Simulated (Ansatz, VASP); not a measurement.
SnTe: VASP beside Ansatz

The input POSCAR:

```
SnTe
1.0
    0.0000000000      3.5839840079      3.5839840079
    3.5839840079      0.0000000000      3.5839840079
    3.5839840079      3.5839840079      0.0000000000
Sn Te
1 1
Direct
    0.0000000000      0.0000000000      0.0000000000
    0.2500000000      0.2500000000      0.2500000000
```

The input INCAR.step1:

```
SYSTEM = SnTe
PREC = Accurate
ENCUT = 550
ISMEAR = -1
SIGMA = 0.02
LREAL = .False.
LASPH = .True.
NELM = 120
NBANDS = 17
GGA = PE
ALGO = Normal
EDIFF = 1E-5
LWAVE = .True.
LCHARG = .False.
GGA_COMPAT = .False.
```

Contents of INCAR.step2:

```
SYSTEM = SnTe
PREC = Accurate
ENCUT = 550
EDIFF = 1E-6
ISMEAR = -1
SIGMA = 0.02
LREAL = .False.
LASPH = .True.
NELM = 120
ALGO = Normal
ISIF = 2
LWAVE = .False.
LCHARG = .False.
METAGGA = R2SCAN
LMIXTAU = .True.
NBANDS = 17
ISTART = 1
GGA_COMPAT = .False.
```

The input KPOINTS:

```
regular mesh
0
Gamma
  6 6 6
  0 0 0
```

Input for Ansatz:

```yaml
crystal:
  lattice:
    - [0.0, 3.5839840079, 3.5839840079]
    - [3.5839840079, 0.0, 3.5839840079]
    - [3.5839840079, 3.5839840079, 0.0]
  atoms:
    - { symbol: Sn, position: [0.0, 0.0, 0.0] }
    - { symbol: Te, position: [0.25, 0.25, 0.25] }
kpoints:
  mp_grid: { grid: [6, 6, 6] }
  band_path:
    path:
      - [0.0, 0.0, 0.0]
      - [-0.5, -0.5, 0.0]
      - [-0.375, -0.375, 0.25]
      - [-0.375, 0.0, 0.375]
      - [0.0, 0.0, 0.5]
      - [-0.5, -0.25, 0.25]
    npoints: 1
hamiltonian:
  xc: r2scan
scf:
  occupations: { method: fermi_dirac, width: 0.02 }
  n_extra_bands: 4
output:
  forces: true
  stress: true
  eigenvalues: true
```

Alike in both runs: task single point; functional r2SCAN; k mesh 6 × 6 × 6; occupations fermi-dirac, width 0.02 eV; no spin polarisation.

```csv
,VASP,Ansatz
version,VASP 6.6.1,Ansatz 0.2.0
potentials or method,"VASP PAW PBE potentials, release 64 (Sn_d, Te)","plane waves, PAW"
plane-wave cutoff (eV),550,500
valence electrons in the cell,20,30
```

|  | VASP | Ansatz | Ansatz less VASP |
| --- | --- | --- | --- |
| pressure (GPa) | 0.0 | 0.0 | +0.01 |

VASP's potentials were made for PBE, not for r2SCAN. The functional is the same, so the differences come from potentials, cutoffs and numerics. VASP's potentials hold 20 valence electrons a cell and Ansatz's 30, so a difference there can come from the potentials and not from the codes.

Spin-orbit coupling is off throughout.
